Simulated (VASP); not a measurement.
The system is Pd.

```
Pd
1.0
     0.00000    1.92028    1.92028
     1.92028    0.00000    1.92028
     1.92028    1.92028    0.00000
Pd
1
Direct
  0.00000 0.00000 0.00000
```

Base run:

```yaml
Program: VASP 6.6.1
Functional: LDA
Potentials_or_basis: VASP PAW LDA potentials, release 64 (Pd)
Cutoff: 520 eV
k_mesh: 14 × 14 × 14
Occupations: methfessel-paxton, width 0.03 eV
Spin: collinear spin, ferromagnetic start
Starting_moments: "[0.5] μB"
```

Its results: pressure 0.4 GPa; net moment 0.32 μB per cell.

**Question.** The run is repeated on the same cell with these changes: occupations from methfessel-paxton, width 0.03 eV to gaussian, width 0.6 eV. What comes out?

**Answer.** Pressure 1.5 GPa; net moment 0.00 μB per cell.
